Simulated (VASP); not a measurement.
# Ga (P6_3/mmc) in VASP: a series of runs

The runs below take Ga through single point, relaxation of cell and atoms, with PBE.

Everything below comes from runs of VASP 6.6.1. Logs are shortened: lines on timing, memory, paths and dates and some standing lists are left out, and cuts for length are marked.

### 1 The cell of the first run

The structure is hexagonal, space group P6_3/mmc (No. 194). The conventional cell has a = 2.389 Å, b = 2.389 Å, c = 3.965 Å, α = 90.00°, β = 90.00°, γ = 120.00°. Within 3.2 Å of Ga (site symmetry -6m2) lie 12 Ga at 2.39 to 2.41 Å.

### 2 Single point, PBE

INCAR

```
SYSTEM = Ga
PREC     = Accurate       ! precision mode
ENCUT    = 520            ! plane-wave cutoff, eV
EDIFF    = 1E-6           ! SCF threshold, eV
ISMEAR   = -1             ! smearing method
SIGMA    = 0.1            ! smearing width, eV
LREAL    = .False.        ! projectors in reciprocal space
LASPH    = .True.         ! aspherical terms in the spheres
NELM     = 100            ! most SCF steps
ALGO     = Normal         ! electronic algorithm
ISIF     = 2              ! what is computed and relaxed
LWAVE    = .False.        ! write WAVECAR
LCHARG   = .False.        ! write CHGCAR
GGA      = PE             ! functional
NBANDS   = 20             ! bands
```

KPOINTS

```
regular mesh
0
Gamma
  18 18 10
  0 0 0
```

POSCAR

```
Ga
1.0
    2.3891189413      0.0000000000      0.0000000000
   -1.1945594706      2.0690376959      0.0000000000
    0.0000000000      0.0000000000      3.9645770769
Ga
2
Direct
    0.3333333333      0.6666666667      0.2500000000
    0.6666666667      0.3333333333      0.7500000000
```

Potentials or basis: VASP PAW PBE potentials, release 64 (Ga_d).

On the command line:

```sh
$ cat potpaw_PBE.64/Ga_d/POTCAR > POTCAR
$ mpirun -np 1 vasp_std > vasp.out
```

OUTCAR:

```text
SYSTEM = Ga
   PREC = Accurate
   ENCUT = 520
   EDIFF = 1E-6
   ISMEAR = -1
   LREAL = .False.
   LASPH = .True.
   NELM = 100
   ISIF = 2
   GGA = PE

 ion  position               nearest neighbor table
   1  0.333  0.667  0.250-   2 2.41   2 2.41   2 2.41   2 2.41   2 2.41   2 2.41
   2  0.667  0.333  0.750-   1 2.41   1 2.41   1 2.41   1 2.41   1 2.41   1 2.41

  LATTYP: Found a hexagonal cell.
 ALAT       =     2.3891189413
 C/A-ratio  =     1.6594305994

  Lattice vectors:

 A1 = (   2.3891189413,   0.0000000000,   0.0000000000)
 A2 = (  -1.1945594706,   2.0690376959,   0.0000000000)
 A3 = (   0.0000000000,   0.0000000000,   3.9645770769)

Analysis of symmetry for initial positions (statically):
=====================================================================
 Subroutine PRICEL returns:
 Original cell was already a primitive cell.

 Routine SETGRP: Setting up the symmetry group for a
 hexagonal supercell.

 Subroutine GETGRP returns: Found 24 space group operations
 (whereof 12 operations were pure point group operations)
 out of a pool of 24 trial point group operations.

The static configuration has the point symmetry D_3d.
 The point group associated with its full space group is D_6h.

Analysis of symmetry for dynamics (positions and initial velocities):
=====================================================================
 Subroutine PRICEL returns:
 Original cell was already a primitive cell.

 Routine SETGRP: Setting up the symmetry group for a
 hexagonal supercell.

 Subroutine GETGRP returns: Found 24 space group operations
 (whereof 12 operations were pure point group operations)
 out of a pool of 24 trial point group operations.

The dynamic configuration has the point symmetry D_3d.
 The point group associated with its full space group is D_6h.

 Subroutine INISYM returns: Found 24 space group operations
 (whereof 12 operations are pure point group operations),
 and found     1 'primitive' translations

----------------------------------------------------------------------------------------

                                     Primitive cell

  volume of cell :      19.5976

  direct lattice vectors                    reciprocal lattice vectors
     2.389118941  0.000000000  0.000000000     0.418564343  0.241658236  0.000000000
    -1.194559471  2.069037696  0.000000000     0.000000000  0.483316472  0.000000000
     0.000000000  0.000000000  3.964577077     0.000000000  0.000000000  0.252233714

[... 73 lines left out ...]
 SYSTEM =  Ga
   PREC   = accura    normal or accurate (medium, high low for compatibility)
   ISTART =      0    job   : 0-new  1-cont  2-samecut
   ICHARG =      2    charge: 1-file 2-atom 10-const
   ISPIN  =      1    spin polarized calculation?
   LNONCOLLINEAR =      F non collinear calculations
   LSORBIT =      F    spin-orbit coupling
   LASPH  =      T    aspherical Exc in radial PAW
   ENCUT  =  520.0 eV  38.22 Ry    6.18 a.u.   4.44  4.44  7.37*2*pi/ulx,y,z
   NELM   =    100;   NELMIN=  2; NELMDL= -5     # of ELM steps
   EDIFF  = 0.1E-05   stopping-criterion for ELM
   LREAL  =      F    real-space projection
   EDIFFG = 0.1E-04   stopping-criterion for IOM
   NSW    =      0    number of steps for IOM
   IBRION =     -1    ionic relax: 0-MD 1-quasi-New 2-CG
   NFREE  =      0    steps in history (QN), initial steepest desc. (CG)
   ISIF   =      2    stress and relaxation
   ISYM   =      2    0-nonsym 1-usesym 2-fastsym
   POTIM  = 0.5000    time-step for ionic-motion
   TEBEG  =    0.0;   TEEND  =   0.0 temperature during run
   PSTRESS=    0.0 pullay stress
   NELECT =      26.0000    total number of electrons
   NUPDOWN=      -1.0000    fix difference up-down
   EMIN   =  10.00;   EMAX   =-10.00  energy-range for DOS
   EFERMI =   0.00;   METHOD = LEGACY
   ISMEAR =    -1;   SIGMA  =   0.10  broadening in eV -4-tet -1-fermi 0-gaus
   EFERMI_NEDOS =   21; number of points for ismear=-14 and -15
   IALGO  =     38    algorithm
   IMIX   =      4    mixing-type and parameters
     AMIX     =   0.40;   BMIX     =  1.00
     AMIX_MAG =   1.60;   BMIX_MAG =  1.00
  volume/ion in A,a.u.               =       9.80        66.13
  Fermi-wavevector in a.u.,A,eV,Ry     =   1.798864  3.399360 44.027239  3.235911
  Thomas-Fermi vector in A             =   2.859914
   LORBIT       =      0    0 simple, 1 ext, 2 COOP (PROOUT), +10 PAW based schemes
   GGA     = PE    functional components
   LHFCALC =     F    Hartree Fock is set to
   AEXX    =    0.0000 exact exchange contribution
   IVDW    =     0    specifies the selected vdW correction
   LEPSILON=     F    determine dielectric tensor
   LRPA    =     F    only Hartree local field effects (RPA)
 non-spin polarized calculation
  energy-cutoff  :      520.00
  volume of cell :       19.60
 maximum number of plane-waves:       551
 NGX is ok and might be reduce to    18
   NGX =  9   NGY =  9   NGZ = 15

 number of electron      25.9999974 magnetization

 Free energy of the ion-electron system (eV)
  ---------------------------------------------------
  ext. energy  EPLUGINS =         0.00000000
  ---------------------------------------------------
  free energy    TOTEN  =        -0.85630002 eV

  energy without entropy =       -0.83522069  energy(sigma->0) =       -0.84576036

 E-fermi :  14.3776     XC(G=0): -14.7544

 val. band max:       14.3514945950   @ k =   0.3889   0.1667   0.2000
 cond. band min:      14.3913410914   @ k =   0.0556   0.0556   0.3000
 fundamental gap:      0.0398464964
 Fermi energy:        14.3775959948

 k-point     1 :       0.0000    0.0000    0.0000
  band No.  band energies     occupation
      1      -3.7507      2.00000
      2      -3.2836      2.00000
      3      -2.5050      2.00000
      4      -2.4104      2.00000
      5      -2.4104      2.00000
      6      -2.2941      2.00000
[... 541 lines left out ...]
     19      28.1475      0.00000
     20      31.3856      0.00000

 [... further k-points ...]
[... 5 lines left out ...]
  --------------------------------------------------------------------------------------
  -------------------------------------------------------------------------------------
  Total       19.7296210     19.7296210     19.7286326      0.0000000      0.0000000      0.0000000
  in kB     1612.9699810   1612.9699811   1612.8891761      0.0000000      0.0000000      0.0000000
  external PRESSURE =    1612.9430460 kB  Pullay stress =       0.0000000 kB

 VOLUME and BASIS-vectors are now :
 -----------------------------------------------------------------------------
  energy-cutoff  :      520.00
  volume of cell :       19.60
      direct lattice vectors                 reciprocal lattice vectors
     2.389118941  0.000000000  0.000000000     0.418564343  0.241658236  0.000000000
    -1.194559471  2.069037696  0.000000000     0.000000000  0.483316472  0.000000000
     0.000000000  0.000000000  3.964577077     0.000000000  0.000000000  0.252233714

 POSITION                                       TOTAL-FORCE (eV/Angst)
 -----------------------------------------------------------------------------------
     -0.00000      1.37936      0.99114         0.000000      0.000000      0.000000
      1.19456      0.68968      2.97343        -0.000000     -0.000000     -0.000000
 -----------------------------------------------------------------------------------
    total drift:                               -0.000000      0.000000     -0.000000

  FREE ENERGIE OF THE ION-ELECTRON SYSTEM (eV)
  ---------------------------------------------------
  free  energy   TOTEN  =        -0.8563000215 eV

  energy  without entropy=       -0.8352206915  energy(sigma->0) =       -0.84576036
```

OSZICAR:

```text
N       E                     dE             d eps       ncg     rms          rms(c)
DAV:   1     0.122958871571E+03    0.12296E+03   -0.12377E+04 10352   0.287E+03
DAV:   2     0.735380993892E+01   -0.11561E+03   -0.11176E+03  8988   0.380E+02
DAV:   3    -0.950776293713E+00   -0.83046E+01   -0.82522E+01  9940   0.884E+01
DAV:   4    -0.103939055568E+01   -0.88614E-01   -0.88568E-01 10140   0.973E+00
DAV:   5    -0.104086428355E+01   -0.14737E-02   -0.14737E-02 10652   0.120E+00    0.295E+00
DAV:   6    -0.926984977020E+00    0.11388E+00   -0.10502E-01 11912   0.101E+01    0.150E+00
DAV:   7    -0.861616053148E+00    0.65369E-01   -0.35569E-02 13064   0.477E+00    0.246E-01
DAV:   8    -0.856267899078E+00    0.53482E-02   -0.73493E-03 10724   0.152E+00    0.254E-02
DAV:   9    -0.856298124315E+00   -0.30225E-04   -0.29319E-04 11952   0.202E-01    0.103E-02
DAV:  10    -0.856300308752E+00   -0.21844E-05   -0.40452E-05 10208   0.140E-01    0.219E-03
DAV:  11    -0.856300021469E+00    0.28728E-06   -0.37506E-06  8984   0.402E-02
   1 F= -.85630002E+00 E0= -.84576036E+00  d E =-.210793E-01
```

Wall time 40 s (1 thread of AMD EPYC 9R45 (Zen 5), shared host); peak memory 0.15 GiB.

Results:

```
Free energy            : -0.8563 eV
Pressure               : 161.3 GPa
Band gap on the k mesh : zero (band 13 reaches 20.82 eV, above the bottom of band 14 at 10.32 eV)
```

### 3 Relaxation of cell and atoms, PBE, target pressure 160 GPa, at which the enthalpy is minimised

INCAR

```
SYSTEM = Ga
ALGO = Normal ; EDIFF = 1E-6
EDIFFG = -0.005 ; ENCUT = 600
GGA = PE ; IBRION = 2
ISIF = 3 ; ISMEAR = -1
LASPH = .TRUE. ; LCHARG = .FALSE.
LREAL = .FALSE. ; LWAVE = .FALSE.
NELM = 60 ; NSW = 32
PREC = Accurate ; PSTRESS = 1600.0
SIGMA = 0.1
```

KPOINTS

```
k-points
0
G
  18 18 10
  0 0 0
```

POSCAR

```
Ga
1.0
    2.3888982803      0.0000000000      0.0000000000
   -1.1944491401      2.0688465978      0.0000000000
    0.0000000000      0.0000000000      3.9639639041
Ga
2
Direct
    0.3333333333      0.6666666667      0.2500000000
    0.6666666667      0.3333333333      0.7500000000
```

Potentials or basis: VASP PAW PBE potentials, release 64 (Ga_d).

On the command line:

```sh
$ cat potpaw_PBE.64/Ga_d/POTCAR > POTCAR
$ mpirun -np 1 vasp_std > vasp.out
```

It took 1.8 min on 1 thread of AMD EPYC 9R45 (Zen 5), shared host; peak memory 0.17 GiB.

The run converged. Its results:

| Quantity | Value |
| --- | --- |
| Free energy | -0.8866 eV |
| Relaxed volume | 9.81 Å³/atom |
| Relaxed cell | a = 2.390 Å, b = 2.390 Å, c = 3.966 Å, α = 90.00°, β = 90.00°, γ = 120.00° |
| Space group after relaxing (to 0.05 Å) | P6_3/mmc (No. 194) |
| Energy change on relaxing (the enthalpy is what falls) | -18.6 meV/atom |
| Ionic steps | 6 |
| Pressure after relaxing | 160.0 GPa |
| Band gap on the k mesh | zero (band 13 reaches 20.79 eV, above the bottom of band 14 at 10.29 eV) |

Step by step:
```tsv
step	energy change (eV)	largest force (eV/Å)	pressure (GPa)	volume (Å³)
1	0.0000	0.0000	161.41	19.59
2	-0.2411	0.0000	153.60	19.84
3	-0.0411	0.0000	159.82	19.63
4	-0.0365	0.0000	160.10	19.63
5	-0.0381	0.0000	159.87	19.63
6	-0.0372	0.0000	160.04	19.63
```

Final structure:
```cif
data_structure
_symmetry_space_group_name_H-M 'P 1'
_symmetry_Int_Tables_number 1
_cell_length_a 2.3904
_cell_length_b 2.3904
_cell_length_c 3.9665
_cell_angle_alpha 90.000
_cell_angle_beta 90.000
_cell_angle_gamma 120.000
_cell_volume 19.63
loop_
_atom_site_label
_atom_site_type_symbol
_atom_site_fract_x
_atom_site_fract_y
_atom_site_fract_z
_atom_site_occupancy
Ga1 Ga 0.33333 0.66667 0.25000 1
Ga2 Ga 0.66667 0.33333 0.75000 1
```

Levels at points of the mesh, in eV from the Fermi level:
```
           k point  band 9  band 10  band 11  band 12  band 13  band 14  band 15  band 16  band 17
(0.00, 0.00, 0.00)  -16.43   -15.91   -15.91    -8.67    -5.98    16.57    16.57    17.70    18.74
(0.50, 0.00, 0.00)  -15.83   -15.77    -8.79    -7.81     0.35     0.74     3.22     3.29     7.24
(0.00, 0.00, 0.50)  -16.08   -16.08   -15.25   -15.25     5.06     5.06    18.50    18.50    18.77
(0.50, 0.00, 0.50)  -15.79   -15.79    -7.26    -7.26    -4.06    -4.06    10.25    10.25    11.68
```

Caveat: the cell is relaxed towards a set pressure, so the enthalpy falls and the energy may rise.
